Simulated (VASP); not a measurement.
# PtSe2 (P-3m1) in VASP: further runs

PtSe2 is run at these levels: PBEsol; tasks: single point, relaxation of cell and atoms.

Program: VASP 6.6.1. These are calculated values, not measurements. Logs are shortened: lines on timing, memory, paths and dates and some standing lists are left out, and cuts for length are marked.

### 1 The cell of the first run

The structure is trigonal, space group P-3m1 (No. 164). The conventional cell has a = 3.761 Å, b = 3.761 Å, c = 4.863 Å, α = 90.00°, β = 90.00°, γ = 120.00°. Pt (site symmetry -3m) has 6 Se at 2.51 Å within 3.3 Å. Se (site symmetry 3m) has 3 Pt at 2.51 Å and 3 Se at 3.18 Å within 3.3 Å.

### 2 Single point, PBEsol

INCAR reads:

```
PREC = Accurate
ENCUT = 520
EDIFF = 1E-6
ISMEAR = 0
SIGMA = 0.1
LREAL = F
LASPH = T
NELM = 100
ALGO = Normal
ISIF = 2
LWAVE = F
LCHARG = F
GGA = PS
ISYM = 0
NBANDS = 18
```

KPOINTS reads:

```
Automatic mesh
0
Gamma
  9 5 17
```

POSCAR reads:

```
PtSe2
1.0
    3.7607248992      0.0000000000      0.0000000000
    0.0000000000      8.1290185437      0.0000000000
    1.8803624496      2.6097341933      1.9484805018
Pt Se
1 2
Direct
    0.0000000000      0.0000000000      0.0000000000
    0.0726578712      0.7393245379      0.8546842576
    0.9273421288      0.2606754621      0.1453157424
```

Potentials or basis: VASP PAW PBE potentials, release 64 (Pt, Se).

Launch:

```
$ cat potpaw_PBE.64/Pt/POTCAR potpaw_PBE.64/Se/POTCAR > POTCAR
$ mpirun -np 1 vasp_std > vasp.out
```

OUTCAR:

```text
PREC = Accurate
   ENCUT = 520
   EDIFF = 1E-6
   ISMEAR = 0
   LREAL = F
   LASPH = T
   NELM = 100
   ISIF = 2
   GGA = PS
   ISYM = 0

 ion  position               nearest neighbor table
   1  0.000  0.000  0.000-   2 2.51   3 2.51   3 2.51   2 2.51   3 2.51   2 2.51
   2  0.073  0.739  0.855-   1 2.51   1 2.51   1 2.51
   3  0.927  0.261  0.145-   1 2.51   1 2.51   1 2.51

IMPORTANT INFORMATION: All symmetrisations will be switched off!
NOSYMM: (Re-)initialisation of all symmetry stuff for point group C_1.

----------------------------------------------------------------------------------------

                                     Primitive cell

  volume of cell :      59.5670

  direct lattice vectors                    reciprocal lattice vectors
     3.760724899  0.000000000  0.000000000     0.265906182  0.000000000 -0.256610215
     0.000000000  8.129018544  0.000000000     0.000000000  0.123016081 -0.164763913
     1.880362450  2.609734193  1.948480502     0.000000000  0.000000000  0.513220429

  length of vectors
     3.760724899  8.129018544  3.760724899     0.369533354  0.205621261  0.513220429

  position of ions in fractional coordinates (direct lattice)
     0.000000000  0.000000000  0.000000000
     0.072657871  0.739324538  0.854684258
     0.927342129  0.260675462  0.145315742

  ion indices of the primitive-cell ions
   primitive index   ion index
                 1           1
                 2           2
                 3           3

----------------------------------------------------------------------------------------

 KPOINTS: Automatic mesh

Automatic generation of k-mesh.
 Grid dimensions read from file:
 generate k-points for:    9    5   17

 Generating k-lattice:

  Cartesian coordinates                     Fractional coordinates (reciprocal lattice)
     0.029545131  0.000000000 -0.028512246     0.111111111  0.000000000  0.000000000
     0.000000000  0.024603216 -0.032952783     0.000000000  0.200000000  0.000000000
     0.000000000  0.000000000  0.030189437     0.000000000  0.000000000  0.058823529

  Length of vectors
     0.041059262  0.041124252  0.030189437

  Shift w.r.t. Gamma in fractional coordinates (k-lattice)
     0.000000000  0.000000000  0.000000000

 -----------------------------------------------------------------------------
|                                                                             |
|           W    W    AA    RRRRR   N    N  II  N    N   GGGG   !!!           |
|           W    W   A  A   R    R  NN   N  II  NN   N  G    G  !!!           |
|           W    W  A    A  R    R  N N  N  II  N N  N  G       !!!           |
|           W WW W  AAAAAA  RRRRR   N  N N  II  N  N N  G  GGG   !            |
|           WW  WW  A    A  R   R   N   NN  II  N   NN  G    G                |
|           W    W  A    A  R    R  N    N  II  N    N   GGGG   !!!           |
|                                                                             |
|     Your reciprocal lattice and k-lattice belong to different lattice       |
|     classes:                                                                |
|                                                                             |
|        The reciprocal lattice is hexagonal,                                 |
|        whereas your k-lattice is triclinic.                                 |
|                                                                             |
|     Results are often still useful ...                                      |
|                                                                             |
 -----------------------------------------------------------------------------

 WARNING: IBZKPT: internal override: KBLOWUP is changed to .FALSE.
      ... skipping the blow-up phase ...

 Subroutine IBZKPT returns following result:
 ===========================================

 Found    383 irreducible k-points:

 Following reciprocal coordinates:
            Coordinates               Weight
  0.000000  0.000000  0.000000      1.000000
  0.111111  0.000000  0.000000      2.000000
  0.222222  0.000000  0.000000      2.000000
  0.333333  0.000000  0.000000      2.000000
  0.444444  0.000000  0.000000      2.000000
  0.000000  0.200000  0.000000      2.000000
[... 16 lines left out ...]
 -0.111111  0.400000 -0.000000      2.000000
  0.000000  0.000000  0.058824      2.000000
 [... further k-points ...]
   k-points           NKPTS =    383   k-points in BZ     NKDIM =    383   number of bands    NBANDS=     18
   number of dos      NEDOS =    301   number of ions     NIONS =      3
   total plane-waves  NPLWV =  47040
   dimension x,y,z NGX =    28 NGY =   60 NGZ =   28
   dimension x,y,z NGXF=    56 NGYF=  120 NGZF=   56
   ions per type =               1   2
   NGX,Y,Z   is equivalent  to a cutoff of  12.38, 12.27, 12.38 a.u.
   NGXF,Y,Z  is equivalent  to a cutoff of  24.76, 24.54, 24.76 a.u.
 SYSTEM =  unknown system
   PREC   = accura    normal or accurate (medium, high low for compatibility)
   ISTART =      0    job   : 0-new  1-cont  2-samecut
   ICHARG =      2    charge: 1-file 2-atom 10-const
   ISPIN  =      1    spin polarized calculation?
   LNONCOLLINEAR =      F non collinear calculations
   LSORBIT =      F    spin-orbit coupling
   LASPH  =      T    aspherical Exc in radial PAW
   ENCUT  =  520.0 eV  38.22 Ry    6.18 a.u.   6.99 15.11  6.99*2*pi/ulx,y,z
   NELM   =    100;   NELMIN=  2; NELMDL= -5     # of ELM steps
   EDIFF  = 0.1E-05   stopping-criterion for ELM
   LREAL  =      F    real-space projection
   EDIFFG = 0.1E-04   stopping-criterion for IOM
   NSW    =      0    number of steps for IOM
   IBRION =     -1    ionic relax: 0-MD 1-quasi-New 2-CG
   NFREE  =      0    steps in history (QN), initial steepest desc. (CG)
   ISIF   =      2    stress and relaxation
   ISYM   =      0    0-nonsym 1-usesym 2-fastsym
   POTIM  = 0.5000    time-step for ionic-motion
   TEBEG  =    0.0;   TEEND  =   0.0 temperature during run
   PSTRESS=    0.0 pullay stress
   NELECT =      22.0000    total number of electrons
   NUPDOWN=      -1.0000    fix difference up-down
   EMIN   =  10.00;   EMAX   =-10.00  energy-range for DOS
   EFERMI =   0.00;   METHOD = LEGACY
   ISMEAR =     0;   SIGMA  =   0.10  broadening in eV -4-tet -1-fermi 0-gaus
   EFERMI_NEDOS =   21; number of points for ismear=-14 and -15
   IALGO  =     38    algorithm
   IMIX   =      4    mixing-type and parameters
     AMIX     =   0.40;   BMIX     =  1.00
     AMIX_MAG =   1.60;   BMIX_MAG =  1.00
  volume/ion in A,a.u.               =      19.86       133.99
  Fermi-wavevector in a.u.,A,eV,Ry     =   1.174574  2.219623 18.770933  1.379625
  Thomas-Fermi vector in A             =   2.310969
   LORBIT       =      0    0 simple, 1 ext, 2 COOP (PROOUT), +10 PAW based schemes
   GGA     = PS    functional components
   LHFCALC =     F    Hartree Fock is set to
   AEXX    =    0.0000 exact exchange contribution
   IVDW    =     0    specifies the selected vdW correction
   LEPSILON=     F    determine dielectric tensor
   LRPA    =     F    only Hartree local field effects (RPA)
 non-spin polarized calculation
 Gauss-broadening in eV      SIGMA  =   0.10
  energy-cutoff  :      520.00
  volume of cell :       59.57
 maximum number of plane-waves:      1624
   NGX = 13   NGY = 31   NGZ = 13

 number of electron      21.9999999 magnetization

 Free energy of the ion-electron system (eV)
  ---------------------------------------------------
  ext. energy  EPLUGINS =         0.00000000
  ---------------------------------------------------
  free energy    TOTEN  =       -15.90815537 eV

  energy without entropy =      -15.90431092  energy(sigma->0) =      -15.90623315

 E-fermi :   6.5603     XC(G=0): -10.9585

 val. band max:        6.5533984819   @ k =   0.4444   0.0000   0.2941
 cond. band min:       6.5607238182   @ k =  -0.3333   0.0000   0.3529
 fundamental gap:      0.0073253363
 Fermi energy:         6.5602991240

 k-point     1 :       0.0000    0.0000    0.0000
  band No.  band energies     occupation
      1      -9.1543      2.00000
      2      -6.0782      2.00000
      3      -0.6167      2.00000
      4       0.2136      2.00000
      5       0.2144      2.00000
      6       2.7011      2.00000
[... 10 lines left out ...]
     17      13.7603      0.00000
     18      18.2123      0.00000

 k-point     2 :       0.1111    0.0000    0.0000
  band No.  band energies     occupation
      1      -8.9644      2.00000
      2      -6.2829      2.00000
      3      -0.3606      2.00000
      4       0.2852      2.00000
      5       0.4457      2.00000
      6       2.4472      2.00000
[... 10 lines left out ...]
     17      14.4814      0.00000
     18      15.8901      0.00000

 k-point     3 :       0.2222    0.0000    0.0000
  band No.  band energies     occupation
      1      -8.4548      2.00000
      2      -6.6471      2.00000
      3      -0.2781      2.00000
      4       0.4565      2.00000
      5       1.0789      2.00000
      6       1.5591      2.00000
[... 10 lines left out ...]
     17      15.4872      0.00000
     18      15.9625      0.00000

 k-point     4 :       0.3333    0.0000    0.0000
  band No.  band energies     occupation
      1      -7.8347      2.00000
      2      -6.8656      2.00000
      3      -0.5622      2.00000
      4       0.2540      2.00000
      5       0.5982      2.00000
      6       2.2116      2.00000
[... 375 lines left out ...]
      4       0.6145      2.00000
      5       0.8949      2.00000
      6       1.9217      2.00000
[... 10 lines left out ...]
     17      14.1428      0.00000
     18      14.7155      0.00000

 k-point    23 :      -0.1111    0.4000   -0.0000
  band No.  band energies     occupation
      1      -8.6519      2.00000
      2      -6.8976      2.00000
      3      -0.0143      2.00000
      4       0.3878      2.00000
      5       0.8836      2.00000
      6       2.4911      2.00000
[... 10 lines left out ...]
     17      13.7831      0.00000
     18      14.9351      0.00000

 k-point    24 :       0.0000    0.0000    0.0588
  band No.  band energies     occupation
      1      -9.0520      2.00000
      2      -6.2632      2.00000
      3      -0.3708      2.00000
      4       0.2639      2.00000
      5       0.2658      2.00000
      6       2.6513      2.00000
[... 10 lines left out ...]
     17      13.7551      0.00000
     18      16.8386      0.00000

 [... further k-points ...]
[... 5 lines left out ...]
  --------------------------------------------------------------------------------------
  -------------------------------------------------------------------------------------
  Total        0.0270242      0.0174723      0.0288495      0.0036707     -0.0075826      0.0162789
  in kB        0.7268716      0.4699543      0.7759677      0.0987321     -0.2039509      0.4378541
  external PRESSURE =       0.6575979 kB  Pullay stress =       0.0000000 kB

 VOLUME and BASIS-vectors are now :
 -----------------------------------------------------------------------------
  energy-cutoff  :      520.00
  volume of cell :       59.57
      direct lattice vectors                 reciprocal lattice vectors
     3.760724899  0.000000000  0.000000000     0.265906182  0.000000000 -0.256610215
     0.000000000  8.129018544  0.000000000     0.000000000  0.123016081 -0.164763913
     1.880362450  2.609734193  1.948480502     0.000000000  0.000000000  0.513220429

 POSITION                                       TOTAL-FORCE (eV/Angst)
 -----------------------------------------------------------------------------------
      0.00000      0.00000      0.00000        -0.000001     -0.000000     -0.000000
      1.88036      8.24048      1.66534         0.004288     -0.013958      0.017025
      3.76072      2.49827      0.28314        -0.004287      0.013959     -0.017025
 -----------------------------------------------------------------------------------
    total drift:                               -0.000001      0.000001     -0.000001

  FREE ENERGIE OF THE ION-ELECTRON SYSTEM (eV)
  ---------------------------------------------------
  free  energy   TOTEN  =       -15.9081553714 eV

  energy  without entropy=      -15.9043109186  energy(sigma->0) =      -15.90623315
```

Wall time 16 min (1 thread of AMD EPYC 7R13, shared host); peak memory 0.5 GiB.

What came out:

- Free energy: -15.9082 eV
- Pressure: 0.1 GPa
- Largest force: 0.022 eV/Å
- Band gap on the k mesh: zero (band 11 reaches 7.30 eV, above the bottom of band 12 at 6.42 eV)

Forces on the atoms (eV/Å):
```
Pt   0.000  0.000  0.000
Se   0.004 -0.014  0.017
Se  -0.004  0.014 -0.017
```

Caveat: the PAW data sets were made with another functional, which shifts forces and pressure a little; spin-orbit coupling is left out, which moves the levels of the heavy elements.

### 3 Relaxation of cell and atoms, PBEsol, target pressure 4 GPa, at which the enthalpy is minimised

This run uses another cell than the first one, of the same volume but with other edges.

INCAR reads:

```
SYSTEM = PtSe2
PREC = Accurate
ENCUT = 600
EDIFF = 1E-7
ISMEAR = -1
SIGMA = 0.15
LREAL = .FALSE.
LASPH = .TRUE.
NELM = 80
ALGO = Normal
ISIF = 3
LWAVE = .FALSE.
LCHARG = .FALSE.
GGA = PS
IBRION = 2
NSW = 80
EDIFFG = -0.001
PSTRESS = 40.0
```

KPOINTS reads:

```
Automatic mesh
0
G
  12 12 8
  0 0 0
```

POSCAR reads:

```
PtSe2
1.0
    3.7607971118      0.0000000000      0.0000000000
   -1.8803985559      3.2569458373      0.0000000000
    0.0000000000      0.0000000000      4.8587327380
Pt Se
1 2
Direct
    0.0000000000      0.0000000000      0.0000000000
    0.3333333333      0.6666666667      0.2611754914
    0.6666666667      0.3333333333      0.7388245086
```

Potentials or basis: VASP PAW PBE potentials, release 64 (Pt, Se).

Launch:

```
$ cat potpaw_PBE.64/Pt/POTCAR potpaw_PBE.64/Se/POTCAR > POTCAR
$ mpirun -np 1 vasp_std > vasp.out
```

It took 28 min on 1 thread of AMD EPYC 7R13, shared host; peak memory 0.29 GiB.

Results (log left out):

```
Free energy                                            : -15.8980 eV
Relaxed volume                                         : 18.74 Å³/atom
Relaxed cell                                           : a = 3.738 Å, b = 3.738 Å, c = 4.646 Å, α = 90.00°, β = 90.00°, γ = 120.00°
Space group after relaxing (to 0.05 Å)                 : P-3m1 (No. 164)
Energy change on relaxing (the enthalpy is what falls) : +12.2 meV/atom
Ionic steps                                            : 10
Pressure after relaxing                                : 4.0 GPa
Band gap on the k mesh                                 : zero (band 11 reaches 8.21 eV, above the bottom of band 12 at 7.23 eV)
```

Step by step:
```tsv
step	energy change (eV)	largest force (eV/Å)	pressure (GPa)	volume (Å³)
1	0.0000	0.0141	0.10	59.51
2	0.1331	0.8770	11.20	55.45
3	0.0199	0.3250	3.98	57.90
4	0.0205	0.2411	3.98	57.47
5	0.0390	0.0338	4.25	56.18
6	0.0314	0.0770	3.28	56.46
7	0.0338	0.0614	3.64	56.36
8	0.0366	0.0017	4.00	56.22
9	0.0367	0.0004	4.01	56.22
10	0.0366	0.0007	4.00	56.23
```

Final structure:
```yaml
crystal:
  lattice:
    - [3.73838, 0.00000, 0.00000]
    - [-1.86919, 3.23754, 0.00000]
    - [0.00000, 0.00000, 4.64558]
  atoms:
    - { symbol: Pt, position: [0.00000, 0.00000, 0.00000] }
    - { symbol: Se, position: [0.33333, 0.66667, 0.27210] }
    - { symbol: Se, position: [0.66667, 0.33333, 0.72790] }
```

Levels at points of the mesh, in eV from the Fermi level:
```csv
k point,band 8,band 9,band 10,band 11,band 12,band 13,band 14,band 15
"(0.00, 0.00, 0.00)",-2.45,-0.97,-0.97,0.98,0.98,1.02,3.08,4.36
"(0.50, 0.00, 0.00)",-3.61,-3.36,-3.29,-2.96,0.54,2.84,5.29,6.29
"(0.00, 0.00, 0.50)",-2.95,-1.87,-1.87,-1.64,2.59,2.59,5.06,6.48
"(0.50, 0.00, 0.50)",-3.39,-3.09,-2.57,-1.01,0.51,1.65,4.91,5.37
```

Caveat: the cell is relaxed towards a set pressure, so the enthalpy falls and the energy may rise; the PAW data sets were made with another functional, which shifts forces and pressure a little; spin-orbit coupling is left out, which moves the levels of the heavy elements.

### 4 Single point, PBEsol

INCAR reads:

```
SYSTEM = PtSe2
ALGO = Normal
EDIFF = 1E-7
ENCUT = 520
GGA = PS
ISIF = 2
ISMEAR = 0
ISYM = 0
LASPH = .True.
LCHARG = .True.
LELF = .True.
LREAL = .False.
LVHAR = .True.
LWAVE = .False.
NBANDS = 18
NELM = 80
PREC = Accurate
SIGMA = 0.1
```

KPOINTS reads:

```
k-points
0
Gamma
  9 5 17
  0 0 0
```

POSCAR reads:

```
PtSe2
1.0
    3.7607248978      0.0000000000      0.0000000000
    0.0000000000      8.1290185477      0.0000000000
    1.8803624489     -2.6097341901      1.9484805042
Pt Se
1 2
Direct
    0.0000000000      0.0000000000      0.0000000000
    0.4059912051      0.2606754615      0.1880175897
    0.5940087949      0.7393245385      0.8119824103
```

Launch:

```
$ cat potpaw_PBE.64/Pt/POTCAR potpaw_PBE.64/Se/POTCAR > POTCAR
$ mpirun -np 1 vasp_std > vasp.out
```

It took 7 min on 1 thread of Intel Xeon Platinum 8259CL at 2.50GHz (Skylake/Cascade Lake), shared host; peak memory 0.53 GiB.

Results (log left out):

```
Free energy            : -15.9073 eV
Pressure               : 0.1 GPa
Largest force          : 0.010 eV/Å
Band gap on the k mesh : zero (band 11 reaches 7.30 eV, above the bottom of band 12 at 6.47 eV)
```

Forces in eV/Å, atoms in the order of the input:
```
Pt   0.000  0.000  0.000
Se   0.000  0.009  0.004
Se   0.000 -0.009 -0.004
```

Stress tensor (GPa, compression positive):
```
0.14 0.01 0.00
0.01 0.00 0.00
0.00 0.00 0.04
```

Levels at points of the mesh, in eV from the Fermi level:
| k point | band 9 | band 10 | band 11 | band 12 | band 13 | band 14 |
| --- | --- | --- | --- | --- | --- | --- |
| (0.00, 0.00, 0.00) | -1.03 | -1.03 | 0.73 | 1.18 | 1.18 | 3.26 |

Caveat: the PAW data sets were made with another functional, which shifts forces and pressure a little; spin-orbit coupling is left out, which moves the levels of the heavy elements.

[end of part 1 of 2]
